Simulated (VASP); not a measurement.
# Ca2Ge2N (P6/mmm) in VASP: notebook, part 2 of 2

VASP 6.6.1. The steps go on from the part before.

## Step 5: Single point, PBE

This run uses another cell than the first one, of 28.48 Å³/atom.

INCAR

```
PREC = Accurate ; ENCUT = 520
EDIFF = 1E-6 ; ISMEAR = 0
SIGMA = 0.1 ; LREAL = False
LASPH = True ; NELM = 80
ALGO = Normal ; ISIF = 2
LWAVE = False ; LCHARG = False
GGA = PE ; NBANDS = 34
```

KPOINTS

```
Automatic mesh
0
Gamma
  12 12 6
```

POSCAR

```
Ca2Ge2N
1.0
    4.4540529457      0.0000000000      0.0000000000
   -2.2270264729      3.8573230008      0.0000000000
    0.0000000000      0.0000000000      8.2891376447
Ca Ge N
2 2 1
Direct
    0.0000000000      0.0000000000      0.2394981872
    0.0000000000      0.0000000000      0.7605018128
    0.3333333333      0.6666666667      0.5000000000
    0.6666666667      0.3333333333      0.5000000000
    0.0000000000      0.0000000000      0.5000000000
```

Potentials or basis: VASP PAW PBE potentials, release 64 (Ca_sv, Ge_d, N).

Started as:

```
cat potpaw_PBE.64/Ca_sv/POTCAR potpaw_PBE.64/Ge_d/POTCAR potpaw_PBE.64/N/POTCAR > POTCAR
mpirun -np 1 vasp_std > vasp.out
```

OUTCAR:

```text
PREC = Accurate
   ENCUT = 520
   EDIFF = 1E-6
   ISMEAR = 0
   LREAL = False
   LASPH = True
   NELM = 80
   ISIF = 2
   GGA = PE

 ion  position               nearest neighbor table
   1  0.000  0.000  0.239-   5 2.16
   2  0.000  0.000  0.761-   5 2.16
   3  0.333  0.667  0.500-   4 2.57   4 2.57   4 2.57
   4  0.667  0.333  0.500-   3 2.57   3 2.57   3 2.57
   5  0.000  0.000  0.500-   1 2.16   2 2.16

  LATTYP: Found a hexagonal cell.
 ALAT       =     4.4540529457
 C/A-ratio  =     1.8610325799

  Lattice vectors:

 A1 = (   4.4540529457,   0.0000000000,   0.0000000000)
 A2 = (  -2.2270264729,   3.8573230008,   0.0000000000)
 A3 = (   0.0000000000,   0.0000000000,   8.2891376447)

Analysis of symmetry for initial positions (statically):
=====================================================================
 Subroutine PRICEL returns:
 Original cell was already a primitive cell.

 Routine SETGRP: Setting up the symmetry group for a
 hexagonal supercell.

 Subroutine GETGRP returns: Found 24 space group operations
[... 167 lines left out ...]
  ---------------------------------------------------
  free energy    TOTEN  =       -20.38241089 eV

  energy without entropy =      -20.36834966  energy(sigma->0) =      -20.37538028

 E-fermi :   2.6290     XC(G=0):  -8.3295

 val. band max:        2.6240884269   @ k =   0.2500   0.1667   0.1667
 cond. band min:       2.6294912236   @ k =   0.2500   0.1667   0.3333
 fundamental gap:      0.0054027967
 Fermi energy:         2.6289873767

 k-point     1 :       0.0000    0.0000    0.0000
  band No.  band energies     occupation
      1     -38.4026      2.00000
      2     -38.3991      2.00000
      3     -21.9536      2.00000
      4     -21.9536      2.00000
      5     -21.8799      2.00000
      6     -21.8657      2.00000
[... 877 lines left out ...]
     33       5.9583      0.00000
     34       6.2513      0.00000

 [... further k-points ...]
[... 5 lines left out ...]
  --------------------------------------------------------------------------------------
  -------------------------------------------------------------------------------------
  Total        0.0444617      0.0444617      0.2760254     -0.0000000     -0.0000000      0.0000000
  in kB        0.5002025      0.5002025      3.1053386     -0.0000000     -0.0000000      0.0000000
  external PRESSURE =       1.3685812 kB  Pullay stress =       0.0000000 kB

 VOLUME and BASIS-vectors are now :
 -----------------------------------------------------------------------------
  energy-cutoff  :      520.00
  volume of cell :      142.41
      direct lattice vectors                 reciprocal lattice vectors
     4.454052946  0.000000000  0.000000000     0.224514619  0.129623576  0.000000000
    -2.227026473  3.857323001  0.000000000     0.000000000  0.259247151  0.000000000
     0.000000000  0.000000000  8.289137645     0.000000000  0.000000000  0.120639811

 POSITION                                       TOTAL-FORCE (eV/Angst)
 -----------------------------------------------------------------------------------
      0.00000      0.00000      1.98523         0.000000     -0.000000     -0.068354
      0.00000      0.00000      6.30390         0.000000      0.000000      0.068354
     -0.00000      2.57155      4.14457        -0.000000      0.000000      0.000000
      2.22703      1.28577      4.14457         0.000000      0.000000     -0.000000
      0.00000      0.00000      4.14457         0.000000      0.000000      0.000000
 -----------------------------------------------------------------------------------
    total drift:                                0.000000      0.000000     -0.000000

  FREE ENERGIE OF THE ION-ELECTRON SYSTEM (eV)
  ---------------------------------------------------
  free  energy   TOTEN  =       -20.3824108915 eV

  energy  without entropy=      -20.3683496592  energy(sigma->0) =      -20.37538028
```

OSZICAR:

```text
N       E                     dE             d eps       ncg     rms          rms(c)
DAV:   1     0.586720977468E+03    0.58672E+03   -0.26187E+04  6054   0.272E+03
DAV:   2     0.767537569524E+02   -0.50997E+03   -0.49735E+03  5232   0.793E+02
DAV:   3    -0.169476329851E+02   -0.93701E+02   -0.92054E+02  6798   0.202E+02
DAV:   4    -0.259363646000E+02   -0.89887E+01   -0.89337E+01  7908   0.663E+01
DAV:   5    -0.264651418263E+02   -0.52878E+00   -0.52826E+00  8880   0.129E+01    0.134E+01
DAV:   6    -0.222821034008E+02    0.41830E+01   -0.61835E+01  7820   0.264E+01    0.998E+00
DAV:   7    -0.204358667545E+02    0.18462E+01   -0.11235E+01  6170   0.124E+01    0.372E+00
DAV:   8    -0.204250835988E+02    0.10783E-01   -0.25482E+00  6486   0.559E+00    0.152E+00
DAV:   9    -0.203813519306E+02    0.43732E-01   -0.27081E-01  9118   0.246E+00    0.561E-01
DAV:  10    -0.203826004975E+02   -0.12486E-02   -0.30960E-02  6916   0.791E-01    0.324E-01
DAV:  11    -0.203823895338E+02    0.21096E-03   -0.38855E-03  8390   0.423E-01    0.924E-02
DAV:  12    -0.203823934121E+02   -0.38784E-05   -0.39201E-04  7906   0.116E-01    0.285E-02
DAV:  13    -0.203824110714E+02   -0.17659E-04   -0.55012E-05  6584   0.526E-02    0.879E-03
DAV:  14    -0.203824108915E+02    0.17992E-06   -0.26053E-06  5760   0.143E-02
   1 F= -.20382411E+02 E0= -.20375380E+02  d E =-.140612E-01
```

Wall time 2.3 min (1 thread of Intel Xeon 6975P-C (Granite Rapids), shared host); peak memory 0.5 GiB.

What came out:

```yaml
Free_energy: -20.3824 eV
Pressure: 0.1 GPa
Largest_force: 0.068 eV/Å
Band_gap_on_the_k_mesh: zero (an odd number of electrons rules out a gap without spin polarisation)
```

Forces on the atoms (eV/Å):
```
Ca   0.000  0.000 -0.068
Ca   0.000  0.000  0.068
Ge   0.000  0.000  0.000
Ge   0.000  0.000  0.000
N    0.000  0.000  0.000
```

Levels at points of the mesh, in eV from the Fermi level:
```csv
k point,band 24,band 25,band 26,band 27,band 28,band 29
"(0.00, 0.00, 0.00)",-3.07,-1.93,-1.93,-1.79,-1.21,2.22
"(0.50, 0.00, 0.00)",-1.83,-0.38,-0.38,0.51,0.83,1.77
"(0.00, 0.00, 0.50)",-3.07,-1.93,-1.93,-1.37,-0.61,0.26
"(0.50, 0.00, 0.50)",-1.88,-0.51,-0.18,0.71,1.45,1.80
```

## Step 6: Overview

```csv
task,cell,k mesh,cutoff (eV),gap on the mesh (eV),pressure (GPa),largest force (eV/Å)
single point,"a = 4.292, b = 4.292, c = 6.948 Å, angles 90.0, 90.0, 120.0°, 5 atoms, atomic positions A",6 × 6 × 4,520,none,23.3,8.59
single point,"a = 4.411, b = 4.411, c = 8.261 Å, angles 90.0, 90.0, 120.0°, 5 atoms, atomic positions B",6 × 6 × 4,520,none,0.1,0.04
relaxation of cell and atoms,"relaxed from a = 4.292, b = 4.292, c = 6.948 Å, angles 90.0, 90.0, 120.0°, 5 atoms, atomic positions A",6 × 6 × 4,600,none,0.2,0.01
single point,"a = 4.454, b = 4.454, c = 8.289 Å, angles 90.0, 90.0, 120.0°, 5 atoms, atomic positions C",12 × 12 × 6,520,none,0.1,0.07
```

Alike in all rows: level PBE; potentials or basis VASP PAW PBE potentials, release 64 (Ca_sv, Ge_d, N); no spin polarisation; smearing gaussian 0.1 eV.

Caveats: the cell stands under pressure (at least some runs); forces of over 1 eV/Å act on the atoms, so gaps and moduli don't describe the material at rest (at least some runs); the volume moved by over 15 % at a fixed basis, so the end points are rough (at least some runs).

Total energies depend on the potentials used, so only differences within one code and one set of settings carry meaning.
